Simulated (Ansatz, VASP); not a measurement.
# Two plane-wave programs on Si2Mo

```
CELL_PARAMETERS angstrom
4.51144 0.00000 0.00000
0.00000 4.51462 0.00000
0.00000 0.00000 26.05900
ATOMIC_POSITIONS crystal
Si 0.00000 0.42868 0.28706
Si 0.00000 0.00303 0.33976
Si 0.50000 0.75470 0.35897
Si 0.50000 0.25436 0.41207
Si 0.00000 0.00104 0.43788
Si 0.00000 0.50014 0.48718
Si 0.50000 0.24740 0.51282
Si 0.50000 0.74650 0.56212
Si 0.00000 0.49318 0.58793
Si 0.00000 0.99284 0.64103
Si 0.50000 0.74451 0.66024
Si 0.50000 0.31886 0.71294
Mo 0.50000 0.26672 0.31575
Mo 0.00000 0.50232 0.38853
Mo 0.50000 0.75108 0.46233
Mo 0.00000 0.99646 0.53767
Mo 0.50000 0.24522 0.61147
Mo 0.00000 0.48081 0.68425
```

Alike in both runs: functional PBEsol; k mesh 8 × 8 × 1; occupations gaussian, width 0.1 eV; no spin polarisation.

Ansatz relaxed the structure, and its values are those at the end. VASP's run is a single point on that final structure, the one shown.

|  | VASP | Ansatz |
| --- | --- | --- |
| version | VASP 6.6.1 | Ansatz 0.2.0 |
| potentials or method | VASP PAW PBE potentials, release 64 (Si, Mo_sv), cutoff 520 eV | scalar-relativistic, plane waves, PAW |
| valence electrons in the cell | 132 | 132 |

|  | VASP | Ansatz | Ansatz less VASP |
| --- | --- | --- | --- |
| gap on the k mesh at the Fermi level (eV) | none | none | - |
| rms of the force components (eV/Å) | 0.010 | 0.004 | -0.0057 |

VASP's potentials were made for PBE, not for PBEsol. A gap of «none» marks a metal or a gap that the smearing closes. With one functional, cell and mesh, what is left measures potentials, basis and numerics.
